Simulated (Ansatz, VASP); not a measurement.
## H in VASP and in Ansatz

```
CELL_PARAMETERS angstrom
10.00000 0.00000 0.00000
0.00000 10.50000 0.00000
0.00000 0.00000 11.00000
ATOMIC_POSITIONS crystal
H 0.50000 0.50000 0.46636
H 0.50000 0.50000 0.53364
```

Alike in both runs: task relaxation of the atoms; functional PBE; k mesh 1 × 1 × 1; occupations gaussian, width 0.01 eV; no spin polarisation.

|  | VASP | Ansatz |
| --- | --- | --- |
| version | VASP 6.6.1 | Ansatz 0.2.0 |
| potentials or method | VASP PAW PBE potentials, release 64 (H), cutoff 450 eV | scalar-relativistic, plane waves, PAW |
| valence electrons in the cell | 2 | 2 |

|  | VASP | Ansatz | Ansatz less VASP |
| --- | --- | --- | --- |
| gap on the k mesh at the Fermi level, each at its own relaxed structure (eV) | 10.16 | 10.15 | -0.006 |

Ansatz's warnings: stress scf threshold loose, xc potential rough in thin density.
